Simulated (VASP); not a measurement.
# BaO (Fm-3m) in VASP: further runs

The runs below take BaO through single point, with PBE.

Everything below comes from runs of VASP 6.6.1. Logs are shortened: lines on timing, memory, paths and dates and some standing lists are left out, and cuts for length are marked.

## (1) The cell of the first run

The structure is cubic, space group Fm-3m (No. 225). Conventional cell: a = 5.572 Å, b = 5.572 Å, c = 5.572 Å, α = 90.00°, β = 90.00°, γ = 90.00°. Within 3.7 Å of Ba (site symmetry m-3m) lie 6 O at 2.79 Å. O (site symmetry m-3m) has 6 Ba at 2.79 Å within 3.7 Å.

## (2) Single point, PBE

INCAR reads:

```
  ALGO = Normal
  EDIFF = 1E-6
  ENCUT = 1340
  GGA = PE
  GGA_COMPAT = False
  ISIF = 2
  ISMEAR = 0
  LASPH = True
  LCHARG = False
  LREAL = False
  LWAVE = False
  NBANDS = 15
  NELM = 120
  PREC = Accurate
  SIGMA = 0.01
```

KPOINTS reads:

```
k-points
0
Gamma
  6 6 6
```

POSCAR reads:

```
BaO
1.0
    0.0000000000      2.7861883605      2.7861883605
    2.7861883605      0.0000000000      2.7861883605
    2.7861883605      2.7861883605      0.0000000000
Ba O
1 1
Direct
    0.0000000000      0.0000000000      0.0000000000
    0.5000000000      0.5000000000      0.5000000000
```

Potentials or basis: VASP PAW PBE potentials, release 64 (Ba_sv, O_h).

Command:

```console
$ cat potpaw_PBE.64/Ba_sv/POTCAR potpaw_PBE.64/O_h/POTCAR > POTCAR
$ mpirun -np 1 vasp_std > vasp.out
```

OUTCAR:

```text
EDIFF = 1E-6
   ENCUT = 1340
   GGA = PE
   ISIF = 2
   ISMEAR = 0
   LASPH = True
   LREAL = False
   NELM = 120
   PREC = Accurate

 ion  position               nearest neighbor table
   1  0.000  0.000  0.000-   2 2.79   2 2.79   2 2.79   2 2.79   2 2.79   2 2.79
   2  0.500  0.500  0.500-   1 2.79   1 2.79   1 2.79   1 2.79   1 2.79   1 2.79

  LATTYP: Found a face centered cubic cell.
 ALAT       =     5.5723767210

  Lattice vectors:

 A1 = (   0.0000000000,   2.7861883605,   2.7861883605)
 A2 = (   2.7861883605,   0.0000000000,   2.7861883605)
 A3 = (   2.7861883605,   2.7861883605,   0.0000000000)

Analysis of symmetry for initial positions (statically):
=====================================================================
 Subroutine PRICEL returns:
 Original cell was already a primitive cell.

 Routine SETGRP: Setting up the symmetry group for a
 face centered cubic supercell.

 Subroutine GETGRP returns: Found 48 space group operations
 (whereof 48 operations were pure point group operations)
 out of a pool of 48 trial point group operations.

The static configuration has the point symmetry O_h .

Analysis of symmetry for dynamics (positions and initial velocities):
=====================================================================
 Subroutine PRICEL returns:
 Original cell was already a primitive cell.

 Routine SETGRP: Setting up the symmetry group for a
 face centered cubic supercell.

 Subroutine GETGRP returns: Found 48 space group operations
 (whereof 48 operations were pure point group operations)
 out of a pool of 48 trial point group operations.

The dynamic configuration has the point symmetry O_h .

 Subroutine INISYM returns: Found 48 space group operations
 (whereof 48 operations are pure point group operations),
 and found     1 'primitive' translations

----------------------------------------------------------------------------------------

                                     Primitive cell

  volume of cell :      43.2575

  direct lattice vectors                    reciprocal lattice vectors
     0.000000000  2.786188361  2.786188361    -0.179456639  0.179456639  0.179456639
     2.786188361  0.000000000  2.786188361     0.179456639 -0.179456639  0.179456639
     2.786188361  2.786188361  0.000000000     0.179456639  0.179456639 -0.179456639

  length of vectors
     3.940265367  3.940265367  3.940265367     0.310828017  0.310828017  0.310828017

  position of ions in fractional coordinates (direct lattice)
     0.000000000  0.000000000  0.000000000
     0.500000000  0.500000000  0.500000000
[... 78 lines left out ...]
   PSTRESS=    0.0 pullay stress
   NELECT =      16.0000    total number of electrons
   NUPDOWN=      -1.0000    fix difference up-down
   EMIN   =  10.00;   EMAX   =-10.00  energy-range for DOS
   EFERMI =   0.00;   METHOD = LEGACY
   ISMEAR =     0;   SIGMA  =   0.01  broadening in eV -4-tet -1-fermi 0-gaus
   EFERMI_NEDOS =   21; number of points for ismear=-14 and -15
   IALGO  =     38    algorithm
   IMIX   =      4    mixing-type and parameters
     AMIX     =   0.40;   BMIX     =  1.00
     AMIX_MAG =   1.60;   BMIX_MAG =  1.00
  volume/ion in A,a.u.               =      21.63       145.96
  Fermi-wavevector in a.u.,A,eV,Ry     =   1.175153  2.220717 18.789431  1.380984
  Thomas-Fermi vector in A             =   2.311538
   LORBIT       =      0    0 simple, 1 ext, 2 COOP (PROOUT), +10 PAW based schemes
   GGA     = PE    functional components
   LHFCALC =     F    Hartree Fock is set to
   AEXX    =    0.0000 exact exchange contribution
   IVDW    =     0    specifies the selected vdW correction
   LEPSILON=     F    determine dielectric tensor
   LRPA    =     F    only Hartree local field effects (RPA)
 non-spin polarized calculation
 Gauss-broadening in eV      SIGMA  =   0.01
  energy-cutoff  :     1340.00
  volume of cell :       43.26
 maximum number of plane-waves:      4909
   NGX = 23   NGY = 23   NGZ = 23

 number of electron      15.9999999 magnetization

 Free energy of the ion-electron system (eV)
  ---------------------------------------------------
  ext. energy  EPLUGINS =         0.00000000
  ---------------------------------------------------
  free energy    TOTEN  =       -11.81149014 eV

  energy without entropy =      -11.81149014  energy(sigma->0) =      -11.81149014

 E-fermi :   2.0056     XC(G=0):  -9.5380

 val. band max:        1.9293467401   @ k =   0.5000   0.5000   0.0000
 cond. band min:       3.9651717466   @ k =   0.5000   0.5000   0.0000
 fundamental gap:      2.0358250065
 Fermi energy:         2.0055750502

 k-point     1 :       0.0000    0.0000    0.0000
  band No.  band energies     occupation
      1     -23.9815      2.00000
      2     -13.0312      2.00000
      3      -8.5306      2.00000
      4      -8.5306      2.00000
      5      -8.5306      2.00000
      6       1.6335      2.00000
      7       1.6335      2.00000
      8       1.6335      2.00000
      9       5.4035      0.00000
     10       6.6227      0.00000
     11       6.6227      0.00000
     12       6.6227      0.00000
     13       8.8436      0.00000
     14       8.8436      0.00000
[... 257 lines left out ...]
      2     -13.3278      2.00000
      3      -9.7369      2.00000
      4      -9.3138      2.00000
      5      -8.7225      2.00000
      6       0.9324      2.00000
      7       1.7117      2.00000
      8       1.8179      2.00000
      9       5.2343      0.00000
     10       8.0878      0.00000
     11       8.5163      0.00000
     12      11.3441      0.00000
     13      11.5626      0.00000
     14      13.8525      0.00000
     15      14.1176      0.00000

------------------------ aborting loop because EDIFF is reached ----------------------------------------

  FORCE on cell =-STRESS in cart. coord.  units (eV):
  Direction    XX          YY          ZZ          XY          YZ          ZX
  --------------------------------------------------------------------------------------
  -------------------------------------------------------------------------------------
  Total        0.4183591      0.4183591      0.4183591      0.0000000      0.0000000     -0.0000000
  in kB       15.4952435     15.4952435     15.4952435      0.0000000      0.0000000     -0.0000000
  external PRESSURE =      15.4952435 kB  Pullay stress =       0.0000000 kB

 VOLUME and BASIS-vectors are now :
 -----------------------------------------------------------------------------
  energy-cutoff  :     1340.00
  volume of cell :       43.26
      direct lattice vectors                 reciprocal lattice vectors
     0.000000000  2.786188361  2.786188361    -0.179456639  0.179456639  0.179456639
     2.786188361  0.000000000  2.786188361     0.179456639 -0.179456639  0.179456639
     2.786188361  2.786188361  0.000000000     0.179456639  0.179456639 -0.179456639

 POSITION                                       TOTAL-FORCE (eV/Angst)
 -----------------------------------------------------------------------------------
      0.00000      0.00000      0.00000        -0.000000     -0.000000     -0.000000
      2.78619      2.78619      2.78619         0.000000      0.000000      0.000000
 -----------------------------------------------------------------------------------
    total drift:                               -0.000000     -0.000000     -0.000000

  FREE ENERGIE OF THE ION-ELECTRON SYSTEM (eV)
  ---------------------------------------------------
  free  energy   TOTEN  =       -11.8114901354 eV

  energy  without entropy=      -11.8114901354  energy(sigma->0) =      -11.81149014
```

Wall time 40 s (1 thread of AMD EPYC 7R13 (Zen 3), shared host); peak memory 0.3 GiB.

Results:

```
Free energy            : -11.8115 eV
Pressure               : 1.5 GPa
Band gap on the k mesh : 2.04 eV
```

Levels at points of the mesh, in eV from the valence-band top:
| k point | band 6 | band 7 | band 8 | band 9 | band 10 | band 11 |
| --- | --- | --- | --- | --- | --- | --- |
| (0.00, 0.00, 0.00) | -0.30 | -0.30 | -0.30 | 3.47 | 4.69 | 4.69 |
| (0.50, 0.00, 0.00) | -1.92 | -1.40 | -1.40 | 4.91 | 7.10 | 7.10 |
| (0.50, 0.50, 0.00) | -0.13 | -0.13 | 0.00 | 2.04 | 5.90 | 8.81 |

Caveat: spin-orbit coupling is left out, which moves the levels of the heavy elements.

(Part 1 of 2 ends here.)
